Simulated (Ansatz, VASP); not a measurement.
Two plane-wave programs on BaTe

File INCAR:

```
  ALGO = Normal
  EDIFF = 1E-6
  ENCUT = 520
  ISIF = 2
  ISMEAR = 0
  LASPH = T
  LCHARG = T
  LELF = T
  LREAL = F
  LVHAR = T
  LWAVE = F
  NBANDS = 15
  NELM = 100
  PREC = Accurate
  SIGMA = 0.05
```

Contents of KPOINTS:

```
k-points
0
Gamma
  8 8 8
```

Contents of POSCAR:

```
BaTe
1.0
    4.1166807260      0.0000000000      0.0000000000
    0.0000000000      4.1166807260      0.0000000000
    0.0000000000      0.0000000000      4.3225147623
Ba Te
1 1
Direct
    0.0000000000      0.0000000000      0.0000000000
    0.5000000000      0.5000000000      0.5000000000
```

Input for Ansatz:

```yaml
crystal:
  lattice:
    - [4.116680726, 0.0, 0.0]
    - [0.0, 4.116680726, 0.0]
    - [0.0, 0.0, 4.3225147623]
  atoms:
    - { symbol: Ba, position: [0.0, 0.0, 0.0] }
    - { symbol: Te, position: [0.5, 0.5, 0.5] }
basis:
  ecutwfc: 420
kpoints:
  mp_grid: { grid: [8, 8, 8] }
hamiltonian:
  xc: lda
scf:
  occupations: { method: gaussian, width: 0.05 }
output:
  forces: true
  stress: true
  eigenvalues: true
```

Change from the starting cell: strain +0.0500 x Voigt [0, 0, 1, 0, 0, 0], atoms carried along.

Alike in both runs: task single point; functional LDA; k mesh 8 × 8 × 8; occupations gaussian, width 0.05 eV; no spin polarisation.

```csv
,VASP,Ansatz
version,VASP 6.6.1,Ansatz 0.2.0
potentials or method,"VASP PAW LDA potentials, release 64 (Ba_sv, Te), cutoff 520 eV","scalar-relativistic, plane waves, PAW"
valence electrons in the cell,16,26
```

```csv
,VASP,Ansatz,Ansatz less VASP
gap on the k mesh at the Fermi level (eV),0.33,0.45,+0.122
least direct gap on the mesh (eV),0.58,0.69,+0.115
pressure (GPa),-1.2,-1.8,-0.60
"traceless stress, the component that is largest in VASP (GPa)",-2.40,-2.39,+0.003
```

LDA's correlation is that of Perdew and Zunger in VASP and of Perdew and Wang (1992) in Ansatz. VASP's potentials hold 16 valence electrons a cell and Ansatz's 26, so a difference there can come from the potentials and not from the codes.

Spin-orbit coupling is off throughout.
